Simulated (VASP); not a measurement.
# Te6Mo3H (a cell with a defect) in VASP: notebook

Runs on Te6Mo3H (a cell with a defect). Level: PBEsol+D3(BJ). Tasks: single point.

Program: VASP 6.6.1. These are calculated values, not measurements. Logs are shortened: lines on timing, memory, paths and dates and some standing lists are left out, and cuts for length are marked.

**1. The cell of the first run**

The cell holds a defect, 10 atoms: a = 3.433 Å, b = 3.433 Å, c = 20.770 Å, α = 90.00°, β = 90.00°, γ = 120.00°.

**2. Single point, PBEsol+D3(BJ)**

Contents of INCAR:

```
SYSTEM = Te6Mo3H
PREC = Accurate
ENCUT = 400
EDIFF = 1E-6
ISMEAR = 0
SIGMA = 0.05
LREAL = .False.
LASPH = .True.
NELM = 120
ALGO = Normal
ISIF = 2
LWAVE = .False.
LCHARG = .False.
GGA = PS
IVDW = 12
NBANDS = 50
GGA_COMPAT = .False.
```

Contents of KPOINTS:

```
regular mesh
0
Gamma
  9 9 2
  0 0 0
```

Contents of POSCAR:

```
Te6Mo3H
1.0
    3.4334342720      0.0000000000      0.0000000000
   -1.7167171360      2.9734413017      0.0000000000
    0.0000000000      0.0000000000     20.7704294686
Te Mo H
6 3 1
Direct
    0.0000000000      0.0000000000      0.9125759363
    0.3333333333      0.6666666667      0.5917818730
    0.3333333333      0.6666666667      0.2333053354
    0.3333333333      0.6666666667      0.7666946646
    0.3333333333      0.6666666667      0.4082181270
    0.0000000000      0.0000000000      0.0874240637
    0.0000000000      0.0000000000      0.6791511892
    0.0000000000      0.0000000000      0.3208488108
    0.3333333333      0.6666666667      0.0000000000
    0.2810235033      0.5571784183      0.1690103014
```

Potentials or basis: VASP PAW PBE potentials, release 64 (Te, Mo_sv, H).

The run is started by

```sh
$ cat potpaw_PBE.64/Te/POTCAR potpaw_PBE.64/Mo_sv/POTCAR potpaw_PBE.64/H/POTCAR > POTCAR
$ mpirun -np 1 vasp_std > vasp.out
```

OUTCAR:

```text
SYSTEM = Te6Mo3H
   PREC = Accurate
   ENCUT = 400
   EDIFF = 1E-6
   ISMEAR = 0
   LREAL = .False.
   LASPH = .True.
   NELM = 120
   ISIF = 2
   GGA = PS
   IVDW = 12
 IVDW          = 12

 ion  position               nearest neighbor table
   1  0.000  0.000  0.913-   9 2.69   9 2.69   9 2.69   4 3.62   4 3.62   4 3.62   6 3.63
   2  0.333  0.667  0.592-   7 2.69   7 2.69   7 2.69   4 3.63
   3  0.333  0.667  0.233-  10 1.37   8 2.69   8 2.69   8 2.69   6 3.62   6 3.62   6 3.62   5 3.63

   4  0.333  0.667  0.767-   7 2.69   7 2.69   7 2.69   1 3.62   1 3.62   1 3.62   2 3.63
   5  0.333  0.667  0.408-   8 2.69   8 2.69   8 2.69   3 3.63
   6  0.000  0.000  0.087-   9 2.69   9 2.69   9 2.69   3 3.62   3 3.62   3 3.62   1 3.63
   7  0.000  0.000  0.679-   2 2.69   2 2.69   2 2.69   4 2.69   4 2.69   4 2.69
   8  0.000  0.000  0.321-   5 2.69   5 2.69   5 2.69   3 2.69   3 2.69   3 2.69
   9  0.333  0.667  0.000-   1 2.69   6 2.69   1 2.69   6 2.69   1 2.69   6 2.69
  10  0.281  0.557  0.169-   3 1.37

  LATTYP: Found a hexagonal cell.
 ALAT       =     3.4334342720
 C/A-ratio  =     6.0494617992

  Lattice vectors:

 A1 = (   3.4334342720,   0.0000000000,   0.0000000000)
 A2 = (  -1.7167171360,   2.9734413017,   0.0000000000)
 A3 = (   0.0000000000,   0.0000000000,  20.7704294686)

Analysis of symmetry for initial positions (statically):
=====================================================================
 Subroutine PRICEL returns:
 Original cell was already a primitive cell.

 Routine SETGRP: Setting up the symmetry group for a
 hexagonal supercell.

 Subroutine GETGRP returns: Found  1 space group operations
 (whereof  1 operations were pure point group operations)
 out of a pool of 24 trial point group operations.

The static configuration has the point symmetry C_1 .

Analysis of symmetry for dynamics (positions and initial velocities):
=====================================================================
 Subroutine PRICEL returns:
 Original cell was already a primitive cell.

 Routine SETGRP: Setting up the symmetry group for a
 hexagonal supercell.

 Subroutine GETGRP returns: Found  1 space group operations
 (whereof  1 operations were pure point group operations)
 out of a pool of 24 trial point group operations.

The dynamic configuration has the point symmetry C_1 .

 Subroutine INISYM returns: Found  1 space group operations
 (whereof  1 operations are pure point group operations),
 and found     1 'primitive' translations

----------------------------------------------------------------------------------------

                                     Primitive cell

  volume of cell :     212.0477

  direct lattice vectors                    reciprocal lattice vectors
     3.433434272  0.000000000  0.000000000     0.291253573  0.168155329  0.000000000
    -1.716717136  2.973441302  0.000000000     0.000000000  0.336310658  0.000000000
     0.000000000  0.000000000 20.770429469     0.000000000  0.000000000  0.048145369

  length of vectors
     3.433434272  3.433434272 20.770429469     0.336310658  0.336310658  0.048145369

  position of ions in fractional coordinates (direct lattice)
     0.000000000  0.000000000  0.912575936
     0.333333333  0.666666667  0.591781873
     0.333333333  0.666666667  0.233305335
     0.333333333  0.666666667  0.766694665
     0.333333333  0.666666667  0.408218127
     0.000000000  0.000000000  0.087424064
     0.000000000  0.000000000  0.679151189
     0.000000000  0.000000000  0.320848811
     0.333333333  0.666666667  0.000000000
     0.281023503  0.557178418  0.169010301

  ion indices of the primitive-cell ions
   primitive index   ion index
                 1           1
                 2           2
                 3           3
                 4           4
                 5           5
                 6           6
                 7           7
                 8           8
                 9           9
                10          10

----------------------------------------------------------------------------------------

 KPOINTS: regular mesh

Automatic generation of k-mesh.
 Grid dimensions read from file:
 generate k-points for:    9    9    2

 Generating k-lattice:

  Cartesian coordinates                     Fractional coordinates (reciprocal lattice)
     0.032361508  0.018683925  0.000000000     0.111111111  0.000000000  0.000000000
     0.000000000  0.037367851  0.000000000     0.000000000  0.111111111  0.000000000
     0.000000000  0.000000000  0.024072685     0.000000000  0.000000000  0.500000000

  Length of vectors
     0.037367851  0.037367851  0.024072685

  Shift w.r.t. Gamma in fractional coordinates (k-lattice)
     0.000000000  0.000000000  0.000000000

 Subroutine IBZKPT returns following result:
 ===========================================

 Found     82 irreducible k-points:

 Following reciprocal coordinates:
            Coordinates               Weight
  0.000000  0.000000  0.000000      1.000000
  0.111111  0.000000  0.000000      2.000000
  0.000000  0.111111  0.000000      2.000000
 -0.111111  0.111111  0.000000      2.000000
  0.222222  0.000000  0.000000      2.000000
  0.000000  0.222222  0.000000      2.000000
[... 16 lines left out ...]
  0.333333  0.111111  0.000000      2.000000
 -0.111111  0.444444  0.000000      2.000000
 [... further k-points ...]
   k-points           NKPTS =     82   k-points in BZ     NKDIM =     82   number of bands    NBANDS=     50
   number of dos      NEDOS =    301   number of ions     NIONS =     10
   total plane-waves  NPLWV =  80640
   dimension x,y,z NGX =    24 NGY =   24 NGZ =  140
   dimension x,y,z NGXF=    48 NGYF=   48 NGZF=  280
   ions per type =               6   3   1
   NGX,Y,Z   is equivalent  to a cutoff of  11.62, 11.62, 11.21 a.u.
   NGXF,Y,Z  is equivalent  to a cutoff of  23.24, 23.24, 22.41 a.u.
 SYSTEM =  Te6Mo3H
   PREC   = accura    normal or accurate (medium, high low for compatibility)
   ISTART =      0    job   : 0-new  1-cont  2-samecut
   ICHARG =      2    charge: 1-file 2-atom 10-const
   ISPIN  =      1    spin polarized calculation?
   LNONCOLLINEAR =      F non collinear calculations
   LSORBIT =      F    spin-orbit coupling
   LASPH  =      T    aspherical Exc in radial PAW
   ENCUT  =  400.0 eV  29.40 Ry    5.42 a.u.   5.60  5.60 33.87*2*pi/ulx,y,z
   NELM   =    120;   NELMIN=  2; NELMDL= -5     # of ELM steps
   EDIFF  = 0.1E-05   stopping-criterion for ELM
   LREAL  =      F    real-space projection
   EDIFFG = 0.1E-04   stopping-criterion for IOM
   NSW    =      0    number of steps for IOM
   IBRION =     -1    ionic relax: 0-MD 1-quasi-New 2-CG
   NFREE  =      0    steps in history (QN), initial steepest desc. (CG)
   ISIF   =      2    stress and relaxation
   ISYM   =      2    0-nonsym 1-usesym 2-fastsym
   POTIM  = 0.5000    time-step for ionic-motion
   TEBEG  =    0.0;   TEEND  =   0.0 temperature during run
   PSTRESS=    0.0 pullay stress
   NELECT =      79.0000    total number of electrons
   NUPDOWN=      -1.0000    fix difference up-down
   EMIN   =  10.00;   EMAX   =-10.00  energy-range for DOS
   EFERMI =   0.00;   METHOD = LEGACY
   ISMEAR =     0;   SIGMA  =   0.05  broadening in eV -4-tet -1-fermi 0-gaus
   EFERMI_NEDOS =   21; number of points for ismear=-14 and -15
   IALGO  =     38    algorithm
   IMIX   =      4    mixing-type and parameters
     AMIX     =   0.40;   BMIX     =  1.00
     AMIX_MAG =   1.60;   BMIX_MAG =  1.00
  volume/ion in A,a.u.               =      21.20       143.10
  Fermi-wavevector in a.u.,A,eV,Ry     =   1.177984  2.226067 18.880069  1.387646
  Thomas-Fermi vector in A             =   2.314321
   LORBIT       =      0    0 simple, 1 ext, 2 COOP (PROOUT), +10 PAW based schemes
   GGA     = PS    functional components
   LHFCALC =     F    Hartree Fock is set to
   AEXX    =    0.0000 exact exchange contribution
   IVDW    =    12    specifies the selected vdW correction
   LEPSILON=     F    determine dielectric tensor
   LRPA    =     F    only Hartree local field effects (RPA)
 non-spin polarized calculation
 Gauss-broadening in eV      SIGMA  =   0.05
  energy-cutoff  :      400.00
  volume of cell :      212.05
 maximum number of plane-waves:      3908
   NGX = 11   NGY = 11   NGZ = 67

 number of electron      78.9999990 magnetization

 Free energy of the ion-electron system (eV)
  ---------------------------------------------------
  ext. energy  EPLUGINS =         0.00000000
  ---------------------------------------------------
  free energy    TOTEN  =       -58.72145769 eV

  energy without entropy =      -58.71692690  energy(sigma->0) =      -58.71919229

 E-fermi :   9.7481     XC(G=0): -10.9131

 val. band max:        9.7452412868   @ k =   0.3333   0.3333   0.0000
 cond. band min:       9.7934659695   @ k =   0.2222   0.3333   0.0000
 fundamental gap:      0.0482246827
 Fermi energy:         9.7480560237

 k-point     1 :       0.0000    0.0000    0.0000
  band No.  band energies     occupation
      1     -51.7659      2.00000
      2     -51.6025      2.00000
      3     -51.4916      2.00000
      4     -26.0687      2.00000
      5     -25.8692      2.00000
      6     -25.8411      2.00000
[... 42 lines left out ...]
     49      12.5494      0.00000
     50      12.7729      0.00000

 k-point     2 :       0.1111    0.0000    0.0000
  band No.  band energies     occupation
      1     -51.7643      2.00000
      2     -51.6008      2.00000
      3     -51.4900      2.00000
      4     -26.0640      2.00000
      5     -25.8647      2.00000
      6     -25.8515      2.00000
[... 1158 lines left out ...]
 k-point    24 :      -0.1111    0.4444    0.0000
  band No.  band energies     occupation
      1     -51.7529      2.00000
      2     -51.5895      2.00000
      3     -51.4788      2.00000
      4     -26.0323      2.00000
      5     -25.9905      2.00000
      6     -25.8484      2.00000
[... 42 lines left out ...]
     49      12.0586      0.00000
     50      12.2661      0.00000

 [... further k-points ...]

------------------------ aborting loop because EDIFF is reached ----------------------------------------

 Edisp (eV)   -5.04432

 E8    (eV) :    -3.4320

  FORCE on cell =-STRESS in cart. coord.  units (eV):
  Direction    XX          YY          ZZ          XY          YZ          ZX
  --------------------------------------------------------------------------------------
  -------------------------------------------------------------------------------------
  Total       1.58840     1.69429    14.11773    -0.02527     4.05676    -0.11385
  in kB      12.00151    12.80161   106.66992    -0.19092    30.65184    -0.86020
  external pressure =       43.82 kB  Pullay stress =        0.00 kB

 VOLUME and BASIS-vectors are now :
 -----------------------------------------------------------------------------
  energy-cutoff  :      400.00
  volume of cell :      212.05
      direct lattice vectors                 reciprocal lattice vectors
     3.433434272  0.000000000  0.000000000     0.291253573  0.168155329  0.000000000
    -1.716717136  2.973441302  0.000000000     0.000000000  0.336310658  0.000000000
     0.000000000  0.000000000 20.770429469     0.000000000  0.000000000  0.048145369

 POSITION                                       TOTAL-FORCE (eV/Angst)
 -----------------------------------------------------------------------------------
      0.00000      0.00000     18.95459        -0.000419      0.007890     -0.093675
     -0.00000      1.98229     12.29156         0.000033     -0.000479     -0.066879
     -0.00000      1.98229      4.84585        -0.063518      2.562502     10.044161
     -0.00000      1.98229     15.92458         0.000055     -0.000556      0.037994
     -0.00000      1.98229      8.47887        -0.002459      0.020782      0.258199
      0.00000      0.00000      1.81584         0.001624     -0.134724     -0.373821
      0.00000      0.00000     14.10626         0.000018      0.000085      0.010005
      0.00000      0.00000      6.66417        -0.005816      0.083696     -0.378487
     -0.00000      1.98229      0.00000        -0.000694     -0.021056     -0.001896
      0.00836      1.65674      3.51042         0.071177     -2.518142     -9.435601
 -----------------------------------------------------------------------------------
    total drift:                                0.000051     -0.000087      0.000491

  FREE ENERGIE OF THE ION-ELECTRON SYSTEM (eV)
  ---------------------------------------------------
  free  energy   TOTEN  =       -63.7657782915 eV

  energy  without entropy=      -63.7612475074  energy(sigma->0) =      -63.76351290
```

Wall time 7.1 min (1 thread of Intel Xeon 6975P-C (Granite Rapids), shared host); peak memory 0.58 GiB.

What came out:

- Free energy: -63.7658 eV
- Pressure: 4.4 GPa
- Largest force: 10.366 eV/Å
- Band gap on the k mesh: zero (an odd number of electrons rules out a gap without spin polarisation)
- Dispersion energy per atom: -0.504 eV

Forces on the atoms (eV/Å):
```
Te   0.000  0.008 -0.094
Te   0.000  0.000 -0.067
Te  -0.064  2.563 10.044
Te   0.000 -0.001  0.038
Te  -0.002  0.021  0.258
Te   0.002 -0.135 -0.374
Mo   0.000  0.000  0.010
Mo  -0.006  0.084 -0.378
Mo  -0.001 -0.021 -0.002
H    0.071 -2.518 -9.436
```

Stress tensor (GPa, compression positive):
```
 1.20 -0.02 -0.09
-0.02  1.28  3.07
-0.09  3.07 10.67
```

Caveat: the PAW data sets were made with another functional, which shifts forces and pressure a little; spin-orbit coupling is left out, which moves the levels of the heavy elements.

(Part 1 of 2 ends here.)
